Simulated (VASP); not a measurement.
Here is a VASP 6.6.1 calculation.

Contents of INCAR:

```
SYSTEM = Sc
ALGO     = Normal         ! electronic algorithm
EDIFF    = 1E-8           ! SCF threshold, eV
ENCUT    = 520            ! plane-wave cutoff, eV
GGA      = CA             ! functional
ISIF     = 2              ! what is computed and relaxed
ISMEAR   = -1             ! smearing method
LASPH    = .TRUE.         ! aspherical terms in the spheres
LCHARG   = .FALSE.        ! write CHGCAR
LEFG     = .TRUE.       
LREAL    = .FALSE.        ! projectors in reciprocal space
LWAVE    = .FALSE.        ! write WAVECAR
NBANDS   = 12             ! bands
NELM     = 60             ! most SCF steps
PREC     = Accurate       ! precision mode
SIGMA    = 0.03           ! smearing width, eV
```

The input KPOINTS:

```
k-points
0
G
  13 13 13
  0 0 0
```

Contents of POSCAR:

```
Sc
1.0
   -1.8784007933      1.8784007933      1.6828383089
    1.8784007933     -1.8784007933      1.6828383089
    1.8784007933      1.8784007933     -1.6828383089
Sc
1
Direct
    0.0000000000      0.0000000000      0.0000000000
```

Potentials or basis: VASP PAW LDA potentials, release 64 (Sc_sv).

Launch:

```console
$ cat potpaw_LDA.64/Sc_sv/POTCAR > POTCAR
$ mpirun -np 1 vasp_std > vasp.out
```

Task: Estimate the pressure.

Result: -2.6 GPa.

Stress tensor (GPa, compression positive):
```
-2.71  0.00  0.00
 0.00 -2.71  0.00
 0.00  0.00 -2.41
```

Caveat: without QUAD_EFG the Cq values of the log hold for a quadrupole moment of 1 mb, not for the nuclei.
